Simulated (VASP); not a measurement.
# Ti8C5 (R-3m) in VASP: notebook

Ti8C5 is run at these levels: PBEsol; tasks: single point.

Program: VASP 6.6.1. These are calculated values, not measurements. Logs are shortened: lines on timing, memory, paths and dates and some standing lists are left out, and cuts for length are marked.

## (1) The cell of the first run

Symmetry: R-3m, No. 166, trigonal system. Conventional cell: a = 5.841 Å, b = 5.841 Å, c = 14.021 Å, α = 90.00°, β = 90.00°, γ = 120.00°. Ti (site symmetry m) has 4 C at 2.03 to 2.06 Å within 2.7 Å. Ti (site symmetry 3m) has 3 C at 2.04 Å within 2.7 Å. C (site symmetry 2/m) has 6 Ti at 2.03 to 2.04 Å within 2.7 Å. Within 2.7 Å of C (site symmetry -3m) lie 6 Ti at 2.06 Å. Within 2.7 Å of C (site symmetry -3m) lie 6 Ti at 2.05 Å.

## (2) Single point, PBEsol (10.62 Å³/atom)

Input file INCAR:

```
SYSTEM = Ti8C5
PREC = Accurate ; ENCUT = 520
EDIFF = 1E-7 ; ISMEAR = 0
SIGMA = 0.1 ; LREAL = .False.
LASPH = .True. ; NELM = 100
ALGO = Normal ; ISIF = 2
LWAVE = .False. ; LCHARG = .False.
GGA = PS ; NBANDS = 70
```

Input file KPOINTS:

```
Automatic mesh
0
Gamma
  6 6 6
  0 0 0
```

Input file POSCAR:

```
Ti8C5
1.0
    2.9202921613      1.6860314655      4.6735633481
   -2.9202921613      1.6860314655      4.6735633481
    0.0000000000     -3.3720629309      4.6735633482
Ti C
8 5
Direct
    0.2496062675      0.7556992678      0.2496062675
    0.2496062675      0.2496062675      0.7556992678
    0.7556992678      0.2496062675      0.2496062675
    0.2443007322      0.7503937325      0.7503937325
    0.7503937325      0.2443007322      0.7503937325
    0.7503937325      0.7503937325      0.2443007322
    0.2487841264      0.2487841264      0.2487841264
    0.7512158736      0.7512158736      0.7512158736
    0.0000000000      0.0000000000      0.5000000000
    0.5000000000      0.0000000000      0.0000000000
    0.0000000000      0.5000000000      0.0000000000
    0.5000000000      0.5000000000      0.5000000000
    0.0000000000      0.0000000000      0.0000000000
```

Potentials or basis: VASP PAW PBE potentials, release 64 (Ti_sv, C).

Started as:

```console
$ cat potpaw_PBE.64/Ti_sv/POTCAR potpaw_PBE.64/C/POTCAR > POTCAR
$ mpirun -np 1 vasp_std > vasp.out
```

OUTCAR:

```text
SYSTEM = Ti8C5
   PREC = Accurate
   ENCUT = 520
   EDIFF = 1E-7
   ISMEAR = 0
   LREAL = .False.
   LASPH = .True.
   NELM = 100
   ISIF = 2
   GGA = PS

 ion  position               nearest neighbor table
   1  0.250  0.756  0.250-  10 2.03   9 2.03  13 2.05  12 2.06   7 2.84   6 2.86   4 2.86   3 2.88
                             2 2.88   6 2.91   4 2.91   8 2.92   8 2.92
   2  0.250  0.250  0.756-  10 2.03  11 2.03  13 2.05  12 2.06   7 2.84   4 2.86   5 2.86   3 2.88
                             1 2.88   5 2.91   4 2.91   8 2.92   8 2.92
   3  0.756  0.250  0.250-  11 2.03   9 2.03  13 2.05  12 2.06   7 2.84   6 2.86   5 2.86   1 2.88
                             2 2.88   6 2.91   5 2.91   8 2.92   8 2.92
   4  0.244  0.750  0.750-  11 2.03   9 2.03  13 2.05  12 2.06   8 2.84   2 2.86   1 2.86   5 2.88
                             6 2.88   2 2.91   1 2.91   7 2.92   7 2.92
   5  0.750  0.244  0.750-  10 2.03   9 2.03  13 2.05  12 2.06   8 2.84   2 2.86   3 2.86   4 2.88
                             6 2.88   2 2.91   3 2.91   7 2.92   7 2.92
   6  0.750  0.750  0.244-  10 2.03  11 2.03  13 2.05  12 2.06   8 2.84   3 2.86   1 2.86   5 2.88
                             4 2.88   3 2.91   1 2.91   7 2.92   7 2.92
   7  0.249  0.249  0.249-   9 2.04  10 2.04  11 2.04   3 2.84   1 2.84   2 2.84   6 2.92   6 2.92
                             4 2.92   5 2.92   4 2.92   5 2.92
   8  0.751  0.751  0.751-   9 2.04  10 2.04  11 2.04   5 2.84   4 2.84   6 2.84   2 2.92   2 2.92
                             1 2.92   3 2.92   1 2.92   3 2.92
   9  0.000  0.000  0.500-   1 2.03   3 2.03   4 2.03   5 2.03   7 2.04   8 2.04
  10  0.500  0.000  0.000-   1 2.03   5 2.03   2 2.03   6 2.03   7 2.04   8 2.04
  11  0.000  0.500  0.000-   3 2.03   4 2.03   2 2.03   6 2.03   7 2.04   8 2.04
  12  0.500  0.500  0.500-   2 2.06   6 2.06   3 2.06   4 2.06   5 2.06   1 2.06
  13  0.000  0.000  0.000-   2 2.05   6 2.05   3 2.05   4 2.05   5 2.05   1 2.05

  LATTYP: Found a trigonal (rhomboedric) cell.
 ALAT       =     5.7630723385
 COS(alpha) =     0.4864597842

  Lattice vectors:

 A1 = (   2.9202921613,   1.6860314655,   4.6735633481)
 A2 = (  -2.9202921613,   1.6860314655,   4.6735633481)
 A3 = (   0.0000000000,  -3.3720629309,   4.6735633482)

Analysis of symmetry for initial positions (statically):
=====================================================================
 Subroutine PRICEL returns:
 Original cell was already a primitive cell.

 Routine SETGRP: Setting up the symmetry group for a
 trigonal (rhombohedral) supercell.

 Subroutine GETGRP returns: Found 12 space group operations
 (whereof 12 operations were pure point group operations)
 out of a pool of 12 trial point group operations.

The static configuration has the point symmetry D_3d.

Analysis of symmetry for dynamics (positions and initial velocities):
=====================================================================
 Subroutine PRICEL returns:
 Original cell was already a primitive cell.

[... 152 lines left out ...]
  Thomas-Fermi vector in A             =   2.650243
   LORBIT       =      0    0 simple, 1 ext, 2 COOP (PROOUT), +10 PAW based schemes
   GGA     = PS    functional components
   LHFCALC =     F    Hartree Fock is set to
   AEXX    =    0.0000 exact exchange contribution
   IVDW    =     0    specifies the selected vdW correction
   LEPSILON=     F    determine dielectric tensor
   LRPA    =     F    only Hartree local field effects (RPA)
 non-spin polarized calculation
 Gauss-broadening in eV      SIGMA  =   0.10
  energy-cutoff  :      520.00
  volume of cell :      138.07
 maximum number of plane-waves:      3734
 NGX is ok and might be reduce to    48
   NGX = 21   NGY = 21   NGZ = 21

 number of electron     115.9999998 magnetization

 Free energy of the ion-electron system (eV)
  ---------------------------------------------------
  ext. energy  EPLUGINS =         0.00000000
  ---------------------------------------------------
  free energy    TOTEN  =      -123.75384779 eV

  energy without entropy =     -123.73824475  energy(sigma->0) =     -123.74604627

 E-fermi :   9.9812     XC(G=0): -12.9368

 val. band max:        9.9644673892   @ k =  -0.1667   0.5000   0.1667
 cond. band min:      10.0088064494   @ k =   0.3333   0.3333  -0.0000
 fundamental gap:      0.0443390602
 Fermi energy:         9.9812443013

 k-point     1 :       0.0000    0.0000    0.0000
  band No.  band energies     occupation
      1     -46.0460      2.00000
      2     -46.0032      2.00000
      3     -45.8424      2.00000
      4     -45.7889      2.00000
      5     -45.7889      2.00000
      6     -45.7785      2.00000
[... 1741 lines left out ...]
     69      13.0445      0.00000
     70      13.1617      0.00000

 [... further k-points ...]

------------------------ aborting loop because EDIFF is reached ----------------------------------------

  FORCE on cell =-STRESS in cart. coord.  units (eV):
  Direction    XX          YY          ZZ          XY          YZ          ZX
  --------------------------------------------------------------------------------------
  -------------------------------------------------------------------------------------
  Total       25.9625654     25.9625654     25.8316690      0.0000000     -0.0000000      0.0000000
  in kB      301.2775870    301.2775870    299.7586247      0.0000000     -0.0000000      0.0000000
  external PRESSURE =     300.7712662 kB  Pullay stress =       0.0000000 kB

 VOLUME and BASIS-vectors are now :
 -----------------------------------------------------------------------------
  energy-cutoff  :      520.00
  volume of cell :      138.07
      direct lattice vectors                 reciprocal lattice vectors
     2.920292161  1.686031465  4.673563348     0.171215746  0.098851457  0.071323166
    -2.920292161  1.686031465  4.673563348    -0.171215746  0.098851457  0.071323166
     0.000000000 -3.372062931  4.673563348     0.000000000 -0.197702914  0.071323166

 POSITION                                       TOTAL-FORCE (eV/Angst)
 -----------------------------------------------------------------------------------
     -1.47794      0.85329      5.86491         0.014107     -0.008144     -0.018176
      0.00000     -1.70658      5.86491        -0.000000      0.016289     -0.018176
      1.47794      0.85329      5.86491        -0.014107     -0.008144     -0.018176
     -1.47794     -0.85329      8.15578         0.014107      0.008144      0.018176
      1.47794     -0.85329      8.15578        -0.014107      0.008144      0.018176
      0.00000      1.70658      8.15578        -0.000000     -0.016289      0.018176
      0.00000      0.00000      3.48813        -0.000000      0.000000      0.026908
      0.00000      0.00000     10.53256        -0.000000     -0.000000     -0.026908
      0.00000     -1.68603      2.33678        -0.000000      0.000000      0.000000
      1.46015      0.84302      2.33678        -0.000000      0.000000      0.000000
     -1.46015      0.84302      2.33678        -0.000000      0.000000     -0.000000
      0.00000      0.00000      7.01035        -0.000000      0.000000     -0.000000
      0.00000      0.00000      0.00000        -0.000000      0.000000     -0.000000
 -----------------------------------------------------------------------------------
    total drift:                               -0.000000     -0.000000      0.000000

  FREE ENERGIE OF THE ION-ELECTRON SYSTEM (eV)
  ---------------------------------------------------
  free  energy   TOTEN  =      -123.7538477926 eV

  energy  without entropy=     -123.7382447529  energy(sigma->0) =     -123.74604627
```

OSZICAR:

```text
N       E                     dE             d eps       ncg     rms          rms(c)
DAV:   1     0.175901019544E+04    0.17590E+04   -0.55585E+04  4480   0.212E+03
DAV:   2     0.159019342899E+03   -0.16000E+04   -0.15613E+04  4480   0.663E+02
DAV:   3    -0.122169886223E+03   -0.28119E+03   -0.27328E+03  6396   0.231E+02
DAV:   4    -0.155800553359E+03   -0.33631E+02   -0.33407E+02  6560   0.762E+01
DAV:   5    -0.157947213381E+03   -0.21467E+01   -0.21437E+01  6992   0.172E+01    0.532E+01
DAV:   6    -0.123064243496E+03    0.34883E+02   -0.25665E+02  6216   0.828E+01    0.154E+01
DAV:   7    -0.123743135076E+03   -0.67889E+00   -0.30898E+01  6312   0.273E+01    0.108E+01
DAV:   8    -0.123705576405E+03    0.37559E-01   -0.40745E+00  6274   0.128E+01    0.737E+00
DAV:   9    -0.123726926864E+03   -0.21350E-01   -0.14668E+00  6438   0.733E+00    0.240E+00
DAV:  10    -0.123746228358E+03   -0.19301E-01   -0.40578E-01  6448   0.489E+00    0.899E-01
DAV:  11    -0.123751978596E+03   -0.57502E-02   -0.70989E-02  5954   0.158E+00    0.493E-01
DAV:  12    -0.123753815020E+03   -0.18364E-02   -0.81033E-03  6624   0.552E-01    0.729E-02
DAV:  13    -0.123753862379E+03   -0.47360E-04   -0.10513E-03  6290   0.210E-01    0.286E-02
DAV:  14    -0.123753849938E+03    0.12441E-04   -0.19829E-04  6936   0.965E-02    0.111E-02
DAV:  15    -0.123753847563E+03    0.23756E-05   -0.19155E-05  6176   0.293E-02    0.414E-03
DAV:  16    -0.123753847523E+03    0.39099E-07   -0.19239E-06  6336   0.769E-03    0.190E-03
DAV:  17    -0.123753847694E+03   -0.17055E-06   -0.29930E-07  4176   0.430E-03    0.699E-04
DAV:  18    -0.123753847793E+03   -0.98598E-07   -0.69758E-08  2864   0.211E-03
   1 F= -.12375385E+03 E0= -.12374605E+03  d E =-.156030E-01
```

Wall time 17 min (1 thread of Intel Xeon 8259CL, shared host); peak memory 0.45 GiB.

Results:

- Free energy: -123.7538 eV
- Pressure: 30.1 GPa
- Largest force: 0.027 eV/Å
- Band gap on the k mesh: zero (bands 58 and 59 overlap by 0.04 eV)

Forces on the atoms (eV/Å):
```
Ti   0.014 -0.008 -0.018
Ti   0.000  0.016 -0.018
Ti  -0.014 -0.008 -0.018
Ti   0.014  0.008  0.018
Ti  -0.014  0.008  0.018
Ti   0.000 -0.016  0.018
Ti   0.000  0.000  0.027
Ti   0.000  0.000 -0.027
C    0.000  0.000  0.000
C    0.000  0.000  0.000
C    0.000  0.000  0.000
C    0.000  0.000  0.000
C    0.000  0.000  0.000
```

Caveat: the cell stands under pressure; the PAW data sets were made with another functional, which shifts forces and pressure a little.

## (3) Single point, PBEsol (10.98 Å³/atom)

This run uses another cell than the first one, of 10.98 Å³/atom.

Input file INCAR:

```
PREC = Accurate ; ENCUT = 520
EDIFF = 1E-6 ; ISMEAR = 0
SIGMA = 0.1 ; LREAL = False
LASPH = True ; NELM = 60
ALGO = Normal ; ISIF = 2
LWAVE = False ; LCHARG = False
GGA = PS ; NBANDS = 70
```

Input file KPOINTS:

```
Automatic mesh
0
Gamma
  6 6 6
```

Input file POSCAR:

```
Ti8C5
1.0
    2.9510788220      1.7038061523      4.7325786524
   -2.9510788220      1.7038061523      4.7325786524
    0.0000000000     -3.4076123046      4.7325786524
Ti C
8 5
Direct
    0.2496194614      0.7575572097      0.2496194614
    0.2496194614      0.2496194614      0.7575572097
    0.7575572097      0.2496194614      0.2496194614
    0.2424427903      0.7503805386      0.7503805386
    0.7503805386      0.2424427903      0.7503805386
    0.7503805386      0.7503805386      0.2424427903
    0.2477236220      0.2477236220      0.2477236220
    0.7522763780      0.7522763780      0.7522763780
    0.0000000000      0.0000000000      0.5000000000
    0.5000000000      0.0000000000      0.0000000000
    0.0000000000      0.5000000000      0.0000000000
    0.5000000000      0.5000000000      0.5000000000
    0.0000000000      0.0000000000      0.0000000000
```

Potentials or basis: VASP PAW PBE potentials, release 64 (Ti_sv, C).

Started as:

```console
$ cat potpaw_PBE.64/Ti_sv/POTCAR potpaw_PBE.64/C/POTCAR > POTCAR
$ mpirun -np 1 vasp_std > vasp.out
```

Wall time 15 min (1 thread of Intel Xeon 8259CL, shared host); peak memory 0.45 GiB.

It converged, with:

| Quantity | Value |
| --- | --- |
| Free energy | -124.4977 eV |
| Pressure | 20.8 GPa |
| Largest force | 0.032 eV/Å |
| Band gap on the k mesh | zero (bands 58 and 59 overlap by 0.08 eV) |

Forces in eV/Å, atoms in the order of the input:
```
Ti   0.012 -0.007 -0.019
Ti   0.000  0.014 -0.019
Ti  -0.012 -0.007 -0.019
Ti   0.012  0.007  0.019
Ti  -0.012  0.007  0.019
Ti   0.000 -0.014  0.019
Ti   0.000  0.000  0.032
Ti   0.000  0.000 -0.032
C    0.000  0.000  0.000
C    0.000  0.000  0.000
C    0.000  0.000  0.000
C    0.000  0.000  0.000
C    0.000  0.000  0.000
```

Levels at points of the mesh, in eV from the Fermi level:
```csv
k point,band 54,band 55,band 56,band 57,band 58,band 59,band 60,band 61,band 62,band 63
"(0.00, 0.00, 0.00)",-1.17,-0.75,-0.75,-0.69,-0.69,0.79,0.79,1.00,2.27,2.27
"(0.50, 0.00, 0.00)",-0.96,-0.93,-0.55,-0.29,-0.25,0.36,0.92,0.99,1.00,1.41
"(0.50, 0.50, 0.00)",-1.31,-0.86,-0.70,-0.62,-0.33,0.28,0.44,0.54,0.80,1.33
"(0.50, 0.50, 0.50)",-0.89,-0.89,-0.77,-0.77,-0.72,0.14,0.94,0.94,1.59,1.59
```

Caveat: the cell stands under pressure; the PAW data sets were made with another functional, which shifts forces and pressure a little.

## (4) Single point, PBEsol (11.34 Å³/atom)

This run uses another cell than the first one, of 11.34 Å³/atom.

Input file INCAR:

```
ALGO     = Normal         # electronic algorithm
EDIFF    = 1E-6           # SCF threshold, eV
ENCUT    = 520            # plane-wave cutoff, eV
GGA      = PS             # functional
ISIF     = 2              # what is computed and relaxed
ISMEAR   = 0              # smearing method
LASPH    = True           # aspherical terms in the spheres
LCHARG   = False          # write CHGCAR
LREAL    = False          # projectors in reciprocal space
LWAVE    = False          # write WAVECAR
NBANDS   = 70             # bands
NELM     = 80             # most SCF steps
PREC     = Accurate       # precision mode
SIGMA    = 0.1            # smearing width, eV
```

Input file KPOINTS:

```
k-points
0
Gamma
  6 6 6
```

Input file POSCAR:

```
Ti8C5
1.0
    2.9806750680      1.7208935529      4.7919982498
   -2.9806750680      1.7208935529      4.7919982498
    0.0000000000     -3.4417871058      4.7919982498
Ti C
8 5
Direct
    0.2496367012      0.7594179658      0.2496367012
    0.2496367012      0.2496367012      0.7594179658
    0.7594179658      0.2496367012      0.2496367012
    0.2405820342      0.7503632988      0.7503632988
    0.7503632988      0.2405820342      0.7503632988
    0.7503632988      0.7503632988      0.2405820342
    0.2467135345      0.2467135345      0.2467135345
    0.7532864655      0.7532864655      0.7532864655
    0.0000000000      0.0000000000      0.5000000000
    0.5000000000      0.0000000000      0.0000000000
    0.0000000000      0.5000000000      0.0000000000
    0.5000000000      0.5000000000      0.5000000000
    0.0000000000      0.0000000000      0.0000000000
```

Potentials or basis: VASP PAW PBE potentials, release 64 (Ti_sv, C).

Started as:

```console
$ cat potpaw_PBE.64/Ti_sv/POTCAR potpaw_PBE.64/C/POTCAR > POTCAR
$ mpirun -np 1 vasp_std > vasp.out
```

OUTCAR:

```text
EDIFF = 1E-6
   ENCUT = 520
   GGA = PS
   ISIF = 2
   ISMEAR = 0
   LASPH = True
   LREAL = False
   NELM = 80
   PREC = Accurate

 ion  position               nearest neighbor table
   1  0.250  0.759  0.250-   9 2.06  10 2.06  13 2.09  12 2.10   7 2.86   6 2.90   4 2.90
   2  0.250  0.250  0.759-  10 2.06  11 2.06  13 2.09  12 2.10   7 2.86   4 2.90   5 2.90
   3  0.759  0.250  0.250-   9 2.06  11 2.06  13 2.09  12 2.10   7 2.86   6 2.90   5 2.90
   4  0.241  0.750  0.750-   9 2.06  11 2.06  13 2.09  12 2.10   8 2.86   2 2.90   1 2.90
[... 1989 lines left out ...]
 -----------------------------------------------------------------------------
  energy-cutoff  :      520.00
  volume of cell :      147.48
      direct lattice vectors                 reciprocal lattice vectors
     2.980675068  1.720893553  4.791998250     0.167747235  0.096848911  0.069560404
    -2.980675068  1.720893553  4.791998250    -0.167747235  0.096848911  0.069560404
     0.000000000 -3.441787106  4.791998250     0.000000000 -0.193697822  0.069560404

 POSITION                                       TOTAL-FORCE (eV/Angst)
 -----------------------------------------------------------------------------------
     -1.51949      0.87728      6.03165         0.011200     -0.006466     -0.018186
      0.00000     -1.75456      6.03165         0.000000      0.012933     -0.018186
      1.51949      0.87728      6.03165        -0.011200     -0.006466     -0.018186
     -1.51949     -0.87728      8.34435         0.011200      0.006466      0.018186
      1.51949     -0.87728      8.34435        -0.011200      0.006466      0.018186
      0.00000      1.75456      8.34435         0.000000     -0.012933      0.018186
      0.00000      0.00000      3.54675         0.000000     -0.000000      0.029122
      0.00000      0.00000     10.82924         0.000000      0.000000     -0.029122
      0.00000     -1.72089      2.39600         0.000000     -0.000000     -0.000000
      1.49034      0.86045      2.39600         0.000000     -0.000000     -0.000000
     -1.49034      0.86045      2.39600         0.000000     -0.000000     -0.000000
      0.00000      0.00000      7.18800         0.000000     -0.000000     -0.000000
      0.00000      0.00000      0.00000         0.000000     -0.000000     -0.000000
 -----------------------------------------------------------------------------------
    total drift:                               -0.000000     -0.000000      0.000000

  FREE ENERGIE OF THE ION-ELECTRON SYSTEM (eV)
  ---------------------------------------------------
  free  energy   TOTEN  =      -124.9889366782 eV

  energy  without entropy=     -124.9736164259  energy(sigma->0) =     -124.98127655
```

Run time: 17 min. Hardware: 1 thread of Intel Xeon 8259CL, shared host; peak memory 0.46 GiB.

Results:

```
Free energy            : -124.9889 eV
Pressure               : 12.9 GPa
Largest force          : 0.029 eV/Å
Band gap on the k mesh : zero (bands 58 and 59 overlap by 0.07 eV)
```

Forces in eV/Å, atoms in the order of the input:
```
Ti   0.011 -0.006 -0.018
Ti   0.000  0.013 -0.018
Ti  -0.011 -0.006 -0.018
Ti   0.011  0.006  0.018
Ti  -0.011  0.006  0.018
Ti   0.000 -0.013  0.018
Ti   0.000  0.000  0.029
Ti   0.000  0.000 -0.029
C    0.000  0.000  0.000
C    0.000  0.000  0.000
C    0.000  0.000  0.000
C    0.000  0.000  0.000
C    0.000  0.000  0.000
```

Levels at points of the mesh, in eV from the Fermi level:
| k point | band 56 | band 57 | band 58 | band 59 | band 60 | band 61 |
| --- | --- | --- | --- | --- | --- | --- |
| (0.00, 0.00, 0.00) | -0.81 | -0.67 | -0.67 | 0.77 | 0.77 | 0.96 |
| (0.50, 0.00, 0.00) | -0.53 | -0.27 | -0.25 | 0.33 | 0.89 | 0.93 |
| (0.50, 0.50, 0.00) | -0.66 | -0.59 | -0.33 | 0.31 | 0.40 | 0.53 |
| (0.50, 0.50, 0.50) | -0.76 | -0.76 | -0.76 | 0.17 | 0.92 | 0.92 |

Caveat: the cell stands under pressure; the PAW data sets were made with another functional, which shifts forces and pressure a little.

## (5) The runs side by side

| cell | gap on the mesh (eV) | pressure (GPa) | largest force (eV/Å) |
| --- | --- | --- | --- |
| a = 5.763 Å, angles 60.9°, 13 atoms, atomic positions A | none | 30.1 | 0.03 |
| a = 5.832 Å, angles 60.8°, 13 atoms, atomic positions B | none | 20.8 | 0.03 |
| a = 5.900 Å, angles 60.7°, 13 atoms, atomic positions C | none | 12.9 | 0.03 |

Alike in all rows: task single point; level PBEsol; potentials or basis VASP PAW PBE potentials, release 64 (Ti_sv, C); no spin polarisation; k mesh 6 × 6 × 6; cutoff (eV) 520; smearing gaussian 0.1 eV.

Caveats: the cell stands under pressure; the PAW data sets were made with another functional, which shifts forces and pressure a little.

Total energies depend on the potentials used, so only differences within one code and one set of settings carry meaning.

The gap in the log of VASP goes by the Fermi energy; the results here count the filled bands.